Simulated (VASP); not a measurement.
# MgB3Pd3 (Pm-3m) in VASP: relaxation of cell and atoms with PBE

Aim: the relaxation of cell and atoms of MgB3Pd3 with PBE.

Everything below comes from runs of VASP 6.6.1. Logs are shortened: lines on timing, memory, paths and dates and some standing lists are left out, and cuts for length are marked.

## (1) The cell of the first run

The structure is cubic, space group Pm-3m (No. 221). The conventional cell has a = 4.650 Å, b = 4.650 Å, c = 4.650 Å, α = 90.00°, β = 90.00°, γ = 90.00°. Within 3.1 Å of Mg (site symmetry m-3m) lie 6 Pd at 2.33 Å. Within 3.1 Å of B (site symmetry 4/mmm) lie 4 Pd at 2.33 Å. Pd (site symmetry 4/mmm) has 2 Mg at 2.33 Å and 4 B at 2.33 Å within 3.1 Å.

The cell was generated, and may not be a known phase.

## (2) Relaxation of cell and atoms, PBE

File INCAR:

```
ALGO     = Fast           # electronic algorithm
EDIFF    = 1E-6           # SCF threshold, eV
EDIFFG   = -0.01          # ionic threshold
ENCUT    = 600            # plane-wave cutoff, eV
GGA      = PE             # functional
IBRION   = 2              # ionic algorithm
ISIF     = 3              # what is computed and relaxed
ISMEAR   = 0              # smearing method
LASPH    = True           # aspherical terms in the spheres
LCHARG   = False          # write CHGCAR
LREAL    = False          # projectors in reciprocal space
LWAVE    = False          # write WAVECAR
NELM     = 80             # most SCF steps
NSW      = 100            # ionic steps
PREC     = Accurate       # precision mode
SIGMA    = 0.1            # smearing width, eV
```

File KPOINTS:

```
k-points
0
Gamma
  8 8 8
```

File POSCAR:

```
MgB3Pd3
1.0
    4.6502235685      0.0000000000      0.0000000000
    0.0000000000      4.6502235685      0.0000000000
    0.0000000000      0.0000000000      4.6502235685
Mg B Pd
1 3 3
Direct
    0.5000000000      0.5000000000      0.5000000000
    0.0000000000      0.5000000000      0.0000000000
    0.5000000000      0.0000000000      0.0000000000
    0.0000000000      0.0000000000      0.5000000000
    0.0000000000      0.5000000000      0.5000000000
    0.5000000000      0.5000000000      0.0000000000
    0.5000000000      0.0000000000      0.5000000000
```

Potentials or basis: VASP PAW PBE potentials, release 64 (Mg, B, Pd).

Run with:

```
$ cat potpaw_PBE.64/Mg/POTCAR potpaw_PBE.64/B/POTCAR potpaw_PBE.64/Pd/POTCAR > POTCAR
$ mpirun -np 1 vasp_std > vasp.out
```

OUTCAR:

```text
EDIFF = 1E-6
   EDIFFG = -0.01
   ENCUT = 600
   GGA = PE
   IBRION = 2
   ISIF = 3
   ISMEAR = 0
   LASPH = True
   LREAL = False
   NELM = 80
   NSW = 100
   PREC = Accurate

 ion  position               nearest neighbor table
   1  0.500  0.500  0.500-   5 2.33   6 2.33   7 2.33   6 2.33   7 2.33   5 2.33
   2  0.000  0.500  0.000-   5 2.33   6 2.33   5 2.33   6 2.33
   3  0.500  0.000  0.000-   6 2.33   7 2.33   7 2.33   6 2.33
   4  0.000  0.000  0.500-   5 2.33   7 2.33   5 2.33   7 2.33
   5  0.000  0.500  0.500-   1 2.33   2 2.33   4 2.33   2 2.33   4 2.33   1 2.33   6 3.29   7 3.29
                             7 3.29   6 3.29   6 3.29   7 3.29   6 3.29   7 3.29
   6  0.500  0.500  0.000-   1 2.33   2 2.33   3 2.33   1 2.33   3 2.33   2 2.33   5 3.29   7 3.29
                             7 3.29   7 3.29   7 3.29   5 3.29   5 3.29   5 3.29
   7  0.500  0.000  0.500-   1 2.33   3 2.33   4 2.33   3 2.33   1 2.33   4 2.33   6 3.29   6 3.29
                             5 3.29   6 3.29   6 3.29   5 3.29   5 3.29   5 3.29

  LATTYP: Found a simple cubic cell.
 ALAT       =     4.6502235685

  Lattice vectors:

 A1 = (   4.6502235685,   0.0000000000,   0.0000000000)
 A2 = (   0.0000000000,   4.6502235685,   0.0000000000)
 A3 = (   0.0000000000,   0.0000000000,   4.6502235685)

Analysis of symmetry for initial positions (statically):
=====================================================================
 Subroutine PRICEL returns:
 Original cell was already a primitive cell.

 Routine SETGRP: Setting up the symmetry group for a
 simple cubic supercell.

 Subroutine GETGRP returns: Found 48 space group operations
 (whereof 48 operations were pure point group operations)
 out of a pool of 48 trial point group operations.

The static configuration has the point symmetry O_h .

Analysis of symmetry for dynamics (positions and initial velocities):
=====================================================================
 Subroutine PRICEL returns:
 Original cell was already a primitive cell.

 Routine SETGRP: Setting up the symmetry group for a
 simple cubic supercell.

 Subroutine GETGRP returns: Found 48 space group operations
 (whereof 48 operations were pure point group operations)
 out of a pool of 48 trial point group operations.

The dynamic configuration has the point symmetry O_h .

 Subroutine INISYM returns: Found 48 space group operations
 (whereof 48 operations are pure point group operations),
 and found     1 'primitive' translations

----------------------------------------------------------------------------------------

                                     Primitive cell

  volume of cell :     100.5591

  direct lattice vectors                    reciprocal lattice vectors
     4.650223569  0.000000000  0.000000000     0.215043424  0.000000000  0.000000000
     0.000000000  4.650223569  0.000000000     0.000000000  0.215043424  0.000000000
     0.000000000  0.000000000  4.650223569     0.000000000  0.000000000  0.215043424

  length of vectors
     4.650223569  4.650223569  4.650223569     0.215043424  0.215043424  0.215043424

  position of ions in fractional coordinates (direct lattice)
     0.500000000  0.500000000  0.500000000
     0.000000000  0.500000000  0.000000000
     0.500000000  0.000000000  0.000000000
     0.000000000  0.000000000  0.500000000
     0.000000000  0.500000000  0.500000000
     0.500000000  0.500000000  0.000000000
     0.500000000  0.000000000  0.500000000

  ion indices of the primitive-cell ions
   primitive index   ion index
                 1           1
                 2           2
                 3           3
                 4           4
                 5           5
                 6           6
                 7           7

----------------------------------------------------------------------------------------

 KPOINTS: k-points

Automatic generation of k-mesh.
 Grid dimensions read from file:
 generate k-points for:    8    8    8

 Generating k-lattice:

  Cartesian coordinates                     Fractional coordinates (reciprocal lattice)
     0.026880428  0.000000000  0.000000000     0.125000000  0.000000000  0.000000000
     0.000000000  0.026880428  0.000000000     0.000000000  0.125000000  0.000000000
     0.000000000  0.000000000  0.026880428     0.000000000  0.000000000  0.125000000

  Length of vectors
     0.026880428  0.026880428  0.026880428

  Shift w.r.t. Gamma in fractional coordinates (k-lattice)
     0.000000000  0.000000000  0.000000000

 Subroutine IBZKPT returns following result:
 ===========================================

 Found     35 irreducible k-points:

 Following reciprocal coordinates:
            Coordinates               Weight
  0.000000  0.000000  0.000000      1.000000
  0.125000  0.000000  0.000000      6.000000
  0.250000  0.000000  0.000000      6.000000
  0.375000  0.000000  0.000000      6.000000
  0.500000  0.000000  0.000000      3.000000
  0.125000  0.125000  0.000000     12.000000
[... 16 lines left out ...]
  0.375000  0.375000  0.125000     24.000000
  0.500000  0.375000  0.125000     24.000000
 [... further k-points ...]
   k-points           NKPTS =     35   k-points in BZ     NKDIM =     35   number of bands    NBANDS=     24
   number of dos      NEDOS =    301   number of ions     NIONS =      7
   total plane-waves  NPLWV =  64000
   dimension x,y,z NGX =    40 NGY =   40 NGZ =   40
   dimension x,y,z NGXF=    80 NGYF=   80 NGZF=   80
   ions per type =               1   3   3
   NGX,Y,Z   is equivalent  to a cutoff of  14.30, 14.30, 14.30 a.u.
   NGXF,Y,Z  is equivalent  to a cutoff of  28.60, 28.60, 28.60 a.u.
 SYSTEM =  unknown system
   PREC   = accura    normal or accurate (medium, high low for compatibility)
   ISTART =      0    job   : 0-new  1-cont  2-samecut
   ICHARG =      2    charge: 1-file 2-atom 10-const
   ISPIN  =      1    spin polarized calculation?
   LNONCOLLINEAR =      F non collinear calculations
   LSORBIT =      F    spin-orbit coupling
   LASPH  =      T    aspherical Exc in radial PAW
   ENCUT  =  600.0 eV  44.10 Ry    6.64 a.u.   9.29  9.29  9.29*2*pi/ulx,y,z
   NELM   =     80;   NELMIN=  2; NELMDL= -5     # of ELM steps
   EDIFF  = 0.1E-05   stopping-criterion for ELM
   LREAL  =      F    real-space projection
   EDIFFG = -.1E-01   stopping-criterion for IOM
   NSW    =    100    number of steps for IOM
   IBRION =      2    ionic relax: 0-MD 1-quasi-New 2-CG
   NFREE  =      1    steps in history (QN), initial steepest desc. (CG)
   ISIF   =      3    stress and relaxation
   ISYM   =      2    0-nonsym 1-usesym 2-fastsym
   POTIM  = 0.5000    time-step for ionic-motion
   TEBEG  =    0.0;   TEEND  =   0.0 temperature during run
   PSTRESS=    0.0 pullay stress
   NELECT =      41.0000    total number of electrons
   NUPDOWN=      -1.0000    fix difference up-down
   EMIN   =  10.00;   EMAX   =-10.00  energy-range for DOS
   EFERMI =   0.00;   METHOD = LEGACY
   ISMEAR =     0;   SIGMA  =   0.10  broadening in eV -4-tet -1-fermi 0-gaus
   EFERMI_NEDOS =   21; number of points for ismear=-14 and -15
   IALGO  =     68    algorithm
   IMIX   =      4    mixing-type and parameters
     AMIX     =   0.40;   BMIX     =  1.00
     AMIX_MAG =   1.60;   BMIX_MAG =  1.00
  volume/ion in A,a.u.               =      14.37        96.94
  Fermi-wavevector in a.u.,A,eV,Ry     =   1.213936  2.294005 20.050082  1.473639
  Thomas-Fermi vector in A             =   2.349372
   LORBIT       =      0    0 simple, 1 ext, 2 COOP (PROOUT), +10 PAW based schemes
   GGA     = PE    functional components
   LHFCALC =     F    Hartree Fock is set to
   AEXX    =    0.0000 exact exchange contribution
   IVDW    =     0    specifies the selected vdW correction
   LEPSILON=     F    determine dielectric tensor
   LRPA    =     F    only Hartree local field effects (RPA)
 conjugate gradient relaxation of ions
 non-spin polarized calculation
 RMM-DIIS sequential band-by-band and
 Gauss-broadening in eV      SIGMA  =   0.10
  energy-cutoff  :      600.00
  volume of cell :      100.56
 maximum number of plane-waves:      3407
 NGX is ok and might be reduce to    40
   NGX = 19   NGY = 19   NGZ = 19

--------------------------------------- Ionic step        1  -------------------------------------------

 number of electron      41.0000015 magnetization

 Free energy of the ion-electron system (eV)
  ---------------------------------------------------
  ext. energy  EPLUGINS =         0.00000000
  ---------------------------------------------------
  free energy    TOTEN  =       -31.69308368 eV

  energy without entropy =      -31.67594654  energy(sigma->0) =      -31.68451511

------------------------ aborting loop because EDIFF is reached ----------------------------------------

  FORCE on cell =-STRESS in cart. coord.  units (eV):
  Direction    XX          YY          ZZ          XY          YZ          ZX
  --------------------------------------------------------------------------------------
  -------------------------------------------------------------------------------------
  Total       -0.1754543     -0.1754543     -0.1754543      0.0000000     -0.0000000     -0.0000000
  in kB       -2.7954589     -2.7954589     -2.7954589      0.0000000     -0.0000000     -0.0000000
  external PRESSURE =      -2.7954589 kB  Pullay stress =       0.0000000 kB
[... 67 lines left out ...]
  energy  without entropy=      -31.6761684068  energy(sigma->0) =      -31.68472517

--------------------------------------- Ionic step        3  -------------------------------------------

 number of electron      41.0000015 magnetization

 Free energy of the ion-electron system (eV)
  ---------------------------------------------------
  ext. energy  EPLUGINS =         0.00000000
  ---------------------------------------------------
  free energy    TOTEN  =       -31.69332488 eV

  energy without entropy =      -31.67620362  energy(sigma->0) =      -31.68476425

 E-fermi :   6.1844     XC(G=0): -11.0085

 val. band max:        6.1836889571   @ k =   0.3750   0.3750   0.1250
 cond. band min:       6.2002939877   @ k =   0.2500   0.1250   0.1250
 fundamental gap:      0.0166050306
 Fermi energy:         6.1843867965

 k-point     1 :       0.0000    0.0000    0.0000
  band No.  band energies     occupation
      1      -3.3605      2.00000
      2      -1.0586      2.00000
      3      -1.0586      2.00000
      4       0.1524      2.00000
      5       1.5697      2.00000
      6       1.5697      2.00000
[... 637 lines left out ...]
     23       8.6109      0.00000
     24       8.6353      0.00000

 [... further k-points ...]

------------------------ aborting loop because EDIFF is reached ----------------------------------------

  FORCE on cell =-STRESS in cart. coord.  units (eV):
  Direction    XX          YY          ZZ          XY          YZ          ZX
  --------------------------------------------------------------------------------------
  -------------------------------------------------------------------------------------
  Total        0.0302449      0.0302449      0.0302449     -0.0000000     -0.0000000      0.0000000
  in kB        0.4831369      0.4831369      0.4831369     -0.0000000     -0.0000000      0.0000000
  external PRESSURE =       0.4831369 kB  Pullay stress =       0.0000000 kB
[... 22 lines left out ...]
  FREE ENERGIE OF THE ION-ELECTRON SYSTEM (eV)
  ---------------------------------------------------
  free  energy   TOTEN  =       -31.6933248753 eV

  energy  without entropy=      -31.6762036228  energy(sigma->0) =      -31.68476425

 reached required accuracy - stopping structural energy minimisation
```

Run time: 2.6 min. Hardware: 1 thread of Intel Xeon Platinum 8559C (Emerald Rapids), shared host; peak memory 0.32 GiB.

Results:

```yaml
Free_energy: -31.6933 eV
Relaxed_volume: 14.33 Å³/atom
Relaxed_cell: a = 4.646 Å, b = 4.646 Å, c = 4.646 Å, α = 90.00°, β = 90.00°, γ = 90.00°
Space_group_after_relaxing_to_0.1_Å: Pm-3m (No. 221)
Energy_gained_by_relaxing: 0.0 meV/atom
Ionic_steps: 3
Pressure_after_relaxing: 0.0 GPa
Band_gap_on_the_k_mesh: zero (an odd number of electrons rules out a gap without spin polarisation)
```

Step by step:
| step | energy change (eV) | largest force (eV/Å) | pressure (GPa) | volume (Å³) |
| --- | --- | --- | --- | --- |
| 1 | 0.0000 | 0.0000 | -0.28 | 100.56 |
| 2 | -0.0002 | 0.0000 | 0.14 | 100.19 |
| 3 | -0.0002 | 0.0000 | 0.05 | 100.30 |

Final structure:
```yaml
crystal:
  lattice:
    - [4.64619, 0.00000, 0.00000]
    - [0.00000, 4.64619, 0.00000]
    - [0.00000, 0.00000, 4.64619]
  atoms:
    - { symbol: Mg, position: [0.50000, 0.50000, 0.50000] }
    - { symbol: B, position: [0.00000, 0.50000, 0.00000] }
    - { symbol: B, position: [0.50000, 0.00000, 0.00000] }
    - { symbol: B, position: [0.00000, 0.00000, 0.50000] }
    - { symbol: Pd, position: [0.00000, 0.50000, 0.50000] }
    - { symbol: Pd, position: [0.50000, 0.50000, 0.00000] }
    - { symbol: Pd, position: [0.50000, 0.00000, 0.50000] }
```

Caveat: an odd number of electrons without spin polarisation forces a metal; a magnetic or distorted state may lie lower.
